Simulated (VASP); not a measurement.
# Te (Fm-3m) in VASP: notebook

The runs below take Te through single point, with PBEsol.

All numbers are computed with VASP 6.6.1; they aren't measurements. Logs are shortened: lines on timing, memory, paths and dates and some standing lists are left out, and cuts for length are marked.

**1. The cell of the first run**

The structure is cubic, space group Fm-3m (No. 225). Conventional cell: a = 4.688 Å, b = 4.688 Å, c = 4.688 Å, α = 90.00°, β = 90.00°, γ = 90.00°. Within 4.4 Å of Te (site symmetry m-3m) lie 12 Te at 3.31 Å.

**2. Single point, PBEsol (volume scaled by 0.96)**

Contents of INCAR:

```
ALGO = Normal ; EDIFF = 1E-7
ENCUT = 520 ; GGA = PS
ISIF = 2 ; ISMEAR = -1
LASPH = True ; LCHARG = False
LREAL = False ; LWAVE = False
NBANDS = 9 ; NELM = 60
PREC = Accurate ; SIGMA = 0.1
```

Contents of KPOINTS:

```
k-points
0
Gamma
  13 13 13
```

Contents of POSCAR:

```
Te
1.0
    0.0000000000      2.3439094397      2.3439094397
    2.3439094397      0.0000000000      2.3439094397
    2.3439094397      2.3439094397      0.0000000000
Te
1
Direct
    0.0000000000      0.0000000000      0.0000000000
```

Potentials or basis: VASP PAW PBE potentials, release 64 (Te).

Run with:

```console
cat potpaw_PBE.64/Te/POTCAR > POTCAR
mpirun -np 1 vasp_std > vasp.out
```

OUTCAR:

```text
EDIFF = 1E-7
   ENCUT = 520
   GGA = PS
   ISIF = 2
   ISMEAR = -1
   LASPH = True
   LREAL = False
   NELM = 60
   PREC = Accurate

 ion  position               nearest neighbor table
   1  0.000  0.000  0.000-

  LATTYP: Found a face centered cubic cell.
 ALAT       =     4.6878188794

  Lattice vectors:

 A1 = (   0.0000000000,   2.3439094397,   2.3439094397)
 A2 = (   2.3439094397,   0.0000000000,   2.3439094397)
 A3 = (   2.3439094397,   2.3439094397,   0.0000000000)

Analysis of symmetry for initial positions (statically):
=====================================================================
 Subroutine PRICEL returns:
 Original cell was already a primitive cell.

 Routine SETGRP: Setting up the symmetry group for a
 face centered cubic supercell.

 Subroutine GETGRP returns: Found 48 space group operations
 (whereof 48 operations were pure point group operations)
 out of a pool of 48 trial point group operations.

The static configuration has the point symmetry O_h .

Analysis of symmetry for dynamics (positions and initial velocities):
=====================================================================
 Subroutine PRICEL returns:
 Original cell was already a primitive cell.

 Routine SETGRP: Setting up the symmetry group for a
 face centered cubic supercell.

 Subroutine GETGRP returns: Found 48 space group operations
 (whereof 48 operations were pure point group operations)
 out of a pool of 48 trial point group operations.

The dynamic configuration has the point symmetry O_h .

 Subroutine INISYM returns: Found 48 space group operations
 (whereof 48 operations are pure point group operations),
 and found     1 'primitive' translations

----------------------------------------------------------------------------------------

                                     Primitive cell

  volume of cell :      25.7545

  direct lattice vectors                    reciprocal lattice vectors
     0.000000000  2.343909440  2.343909440    -0.213318822  0.213318822  0.213318822
     2.343909440  0.000000000  2.343909440     0.213318822 -0.213318822  0.213318822
     2.343909440  2.343909440  0.000000000     0.213318822  0.213318822 -0.213318822

  length of vectors
     3.314788519  3.314788519  3.314788519     0.369479038  0.369479038  0.369479038

  position of ions in fractional coordinates (direct lattice)
     0.000000000  0.000000000  0.000000000

  ion indices of the primitive-cell ions
   primitive index   ion index
                 1           1

----------------------------------------------------------------------------------------

 KPOINTS: k-points

Automatic generation of k-mesh.
 Grid dimensions read from file:
 generate k-points for:   13   13   13

 Generating k-lattice:

  Cartesian coordinates                     Fractional coordinates (reciprocal lattice)
    -0.016409140  0.016409140  0.016409140     0.076923077  0.000000000  0.000000000
     0.016409140 -0.016409140  0.016409140     0.000000000  0.076923077  0.000000000
     0.016409140  0.016409140 -0.016409140     0.000000000  0.000000000  0.076923077

  Length of vectors
     0.028421464  0.028421464  0.028421464

  Shift w.r.t. Gamma in fractional coordinates (k-lattice)
     0.000000000  0.000000000  0.000000000

 Subroutine IBZKPT returns following result:
 ===========================================

 Found     84 irreducible k-points:

 Following reciprocal coordinates:
            Coordinates               Weight
  0.000000  0.000000  0.000000      1.000000
  0.076923  0.000000  0.000000      8.000000
  0.153846  0.000000  0.000000      8.000000
  0.230769  0.000000  0.000000      8.000000
  0.307692  0.000000  0.000000      8.000000
  0.384615  0.000000  0.000000      8.000000
[... 16 lines left out ...]
  0.384615  0.153846  0.000000     24.000000
  0.461538  0.153846  0.000000     24.000000
 [... further k-points ...]
   k-points           NKPTS =     84   k-points in BZ     NKDIM =     84   number of bands    NBANDS=      9
   number of dos      NEDOS =    301   number of ions     NIONS =      1
   total plane-waves  NPLWV =  21952
   dimension x,y,z NGX =    28 NGY =   28 NGZ =   28
   dimension x,y,z NGXF=    56 NGYF=   56 NGZF=   56
   ions per type =               1
   NGX,Y,Z   is equivalent  to a cutoff of  14.04, 14.04, 14.04 a.u.
   NGXF,Y,Z  is equivalent  to a cutoff of  28.09, 28.09, 28.09 a.u.
 SYSTEM =  unknown system
   PREC   = accura    normal or accurate (medium, high low for compatibility)
   ISTART =      0    job   : 0-new  1-cont  2-samecut
   ICHARG =      2    charge: 1-file 2-atom 10-const
   ISPIN  =      1    spin polarized calculation?
   LNONCOLLINEAR =      F non collinear calculations
   LSORBIT =      F    spin-orbit coupling
   LASPH  =      T    aspherical Exc in radial PAW
   ENCUT  =  520.0 eV  38.22 Ry    6.18 a.u.   6.16  6.16  6.16*2*pi/ulx,y,z
   NELM   =     60;   NELMIN=  2; NELMDL= -5     # of ELM steps
   EDIFF  = 0.1E-06   stopping-criterion for ELM
   LREAL  =      F    real-space projection
   EDIFFG = 0.1E-05   stopping-criterion for IOM
   NSW    =      0    number of steps for IOM
   IBRION =     -1    ionic relax: 0-MD 1-quasi-New 2-CG
   NFREE  =      0    steps in history (QN), initial steepest desc. (CG)
   ISIF   =      2    stress and relaxation
   ISYM   =      2    0-nonsym 1-usesym 2-fastsym
   POTIM  = 0.5000    time-step for ionic-motion
   TEBEG  =    0.0;   TEEND  =   0.0 temperature during run
   PSTRESS=    0.0 pullay stress
   NELECT =       6.0000    total number of electrons
   NUPDOWN=      -1.0000    fix difference up-down
   EMIN   =  10.00;   EMAX   =-10.00  energy-range for DOS
   EFERMI =   0.00;   METHOD = LEGACY
   ISMEAR =    -1;   SIGMA  =   0.10  broadening in eV -4-tet -1-fermi 0-gaus
   EFERMI_NEDOS =   21; number of points for ismear=-14 and -15
   IALGO  =     38    algorithm
   IMIX   =      4    mixing-type and parameters
     AMIX     =   0.40;   BMIX     =  1.00
     AMIX_MAG =   1.60;   BMIX_MAG =  1.00
  volume/ion in A,a.u.               =      25.75       173.80
  Fermi-wavevector in a.u.,A,eV,Ry     =   1.007336  1.903589 13.806187  1.014726
  Thomas-Fermi vector in A             =   2.140135
   LORBIT       =      0    0 simple, 1 ext, 2 COOP (PROOUT), +10 PAW based schemes
   GGA     = PS    functional components
   LHFCALC =     F    Hartree Fock is set to
   AEXX    =    0.0000 exact exchange contribution
   IVDW    =     0    specifies the selected vdW correction
   LEPSILON=     F    determine dielectric tensor
   LRPA    =     F    only Hartree local field effects (RPA)
 non-spin polarized calculation
  energy-cutoff  :      520.00
  volume of cell :       25.75
 maximum number of plane-waves:       702
 NGX is ok and might be reduce to    28
   NGX = 13   NGY = 13   NGZ = 13

 number of electron       6.0000000 magnetization

 Free energy of the ion-electron system (eV)
  ---------------------------------------------------
  ext. energy  EPLUGINS =         0.00000000
  ---------------------------------------------------
  free energy    TOTEN  =        -3.20958722 eV

  energy without entropy =       -3.18470941  energy(sigma->0) =       -3.19714831

 E-fermi :   9.0768     XC(G=0): -10.6451

 val. band max:        9.0079612299   @ k =  -0.4615   0.3077   0.0000
 cond. band min:       9.1498905290   @ k =   0.4615   0.1538   0.0000
 fundamental gap:      0.1419292991
 Fermi energy:         9.0768140613

 k-point     1 :       0.0000    0.0000    0.0000
  band No.  band energies     occupation
      1      -5.5858      2.00000
      2      12.6545      0.00000
      3      12.6545      0.00000
      4      12.6545      0.00000
      5      18.7762      0.00000
      6      18.7762      0.00000
      7      18.7762      0.00000
      8      19.4954      0.00000
      9      19.8804      0.00000

 k-point     2 :       0.0769    0.0000    0.0000
  band No.  band energies     occupation
      1      -5.4717      2.00000
      2      11.6960      0.00000
      3      12.5287      0.00000
      4      12.5287      0.00000
      5      17.9498      0.00000
      6      19.0041      0.00000
      7      19.0041      0.00000
      8      20.3507      0.00000
      9      21.0876      0.00000

 k-point     3 :       0.1538    0.0000    0.0000
  band No.  band energies     occupation
      1      -5.1319      2.00000
      2       9.6810      0.00474
      3      12.2187      0.00000
      4      12.2187      0.00000
      5      17.2711      0.00000
      6      19.4507      0.00000
      7      19.4507      0.00000
      8      21.4282      0.00000
      9      21.6645      0.00000

 k-point     4 :       0.2308    0.0000    0.0000
  band No.  band energies     occupation
      1      -4.5781      2.00000
      2       7.4755      2.00000
      3      11.8500      0.00000
      4      11.8500      0.00000
      5      16.8227      0.00000
      6      19.3123      0.00000
      7      19.3123      0.00000
      8      20.9858      0.00000
      9      21.9119      0.00000
[... 205 lines left out ...]
 k-point    22 :       0.3077    0.1538    0.0000
  band No.  band energies     occupation
      1      -3.9571      2.00000
      2       6.9236      2.00000
      3      10.2880      0.00001
      4      10.3508      0.00001
      5      15.7954      0.00000
      6      17.4799      0.00000
      7      20.8350      0.00000
      8      21.2465      0.00000
      9      23.5953      0.00000

 k-point    23 :       0.3846    0.1538    0.0000
  band No.  band energies     occupation
      1      -3.1851      2.00000
      2       5.0529      2.00000
      3       9.7240      0.00309
      4      10.1158      0.00006
      5      15.4816      0.00000
      6      18.4370      0.00000
      7      20.5163      0.00000
      8      20.8598      0.00000
      9      22.9691      0.00000

 k-point    24 :       0.4615    0.1538    0.0000
  band No.  band energies     occupation
      1      -2.3793      2.00000
      2       3.5304      2.00000
      3       9.1499      0.65005
      4      10.1396      0.00005
      5      15.3628      0.00000
      6      18.9274      0.00000
      7      19.8653      0.00000
      8      21.8015      0.00000
      9      22.6633      0.00000

 [... further k-points ...]

------------------------ aborting loop because EDIFF is reached ----------------------------------------

  FORCE on cell =-STRESS in cart. coord.  units (eV):
  Direction    XX          YY          ZZ          XY          YZ          ZX
  --------------------------------------------------------------------------------------
  -------------------------------------------------------------------------------------
  Total        0.4287457      0.4287457      0.4287457      0.0000000     -0.0000000     -0.0000000
  in kB       26.6721420     26.6721420     26.6721420      0.0000000     -0.0000000     -0.0000000
  external PRESSURE =      26.6721420 kB  Pullay stress =       0.0000000 kB

 VOLUME and BASIS-vectors are now :
 -----------------------------------------------------------------------------
  energy-cutoff  :      520.00
  volume of cell :       25.75
      direct lattice vectors                 reciprocal lattice vectors
     0.000000000  2.343909440  2.343909440    -0.213318822  0.213318822  0.213318822
     2.343909440  0.000000000  2.343909440     0.213318822 -0.213318822  0.213318822
     2.343909440  2.343909440  0.000000000     0.213318822  0.213318822 -0.213318822

 POSITION                                       TOTAL-FORCE (eV/Angst)
 -----------------------------------------------------------------------------------
      0.00000      0.00000      0.00000         0.000000      0.000000     -0.000000
 -----------------------------------------------------------------------------------
    total drift:                                0.000000      0.000000      0.000000

  FREE ENERGIE OF THE ION-ELECTRON SYSTEM (eV)
  ---------------------------------------------------
  free  energy   TOTEN  =        -3.2095872171 eV

  energy  without entropy=       -3.1847094126  energy(sigma->0) =       -3.19714831
```

It took 40 s on 1 thread of Intel Xeon 6975P-C, shared host; peak memory 0.17 GiB.

What came out:

| Property | Result |
| --- | --- |
| Free energy | -3.2096 eV |
| Pressure | 2.7 GPa |
| Band gap on the k mesh | zero (band 3 reaches 12.65 eV, above the bottom of band 4 at 6.86 eV) |

Levels at points of the mesh, in eV from the Fermi level:
```tsv
k point	band 1	band 2	band 3	band 4	band 5	band 6	band 7
(0.00, 0.00, 0.00)	-14.66	3.58	3.58	3.58	9.70	9.70	9.70
```

Caveat: the cell differs from its parent crystal (volume scaled by 0.96); the PAW data sets were made with another functional, which shifts forces and pressure a little; spin-orbit coupling is left out, which moves the levels of the heavy elements.

**3. Single point, PBEsol**

This run uses another cell than the first one, of 26.83 Å³/atom, 1.042 times its volume.

Contents of INCAR:

```
PREC = Accurate ; ENCUT = 520
EDIFF = 1E-7 ; ISMEAR = -1
SIGMA = 0.1 ; LREAL = F
LASPH = T ; NELM = 80
ALGO = Normal ; ISIF = 2
LWAVE = F ; LCHARG = T
GGA = PS ; LELF = T
LVHAR = T ; NBANDS = 9
```

Contents of KPOINTS:

```
regular mesh
0
Gamma
  13 13 13
```

Contents of POSCAR:

```
Te
1.0
    0.0000000000      2.3760217786      2.3760217786
    2.3760217786      0.0000000000      2.3760217786
    2.3760217786      2.3760217786      0.0000000000
Te
1
Direct
    0.0000000000      0.0000000000      0.0000000000
```

Potentials or basis: VASP PAW PBE potentials, release 64 (Te).

Run with:

```console
cat potpaw_PBE.64/Te/POTCAR > POTCAR
mpirun -np 1 vasp_std > vasp.out
```

It took 36 s on 1 thread of Intel Xeon 6975P-C, shared host; peak memory 0.17 GiB.

The run converged. Its results:

```
Free energy            : -3.2176 eV
Pressure               : -0.2 GPa
Band gap on the k mesh : zero (band 3 reaches 11.82 eV, above the bottom of band 4 at 6.41 eV)
```

Levels at points of the mesh, in eV from the Fermi level:
| k point | band 1 | band 2 | band 3 | band 4 | band 5 | band 6 | band 7 | band 8 |
| --- | --- | --- | --- | --- | --- | --- | --- | --- |
| (0.00, 0.00, 0.00) | -14.30 | 3.35 | 3.35 | 3.35 | 9.63 | 9.63 | 9.63 | 10.31 |

Caveat: the PAW data sets were made with another functional, which shifts forces and pressure a little; spin-orbit coupling is left out, which moves the levels of the heavy elements.

[end of part 1 of 2]
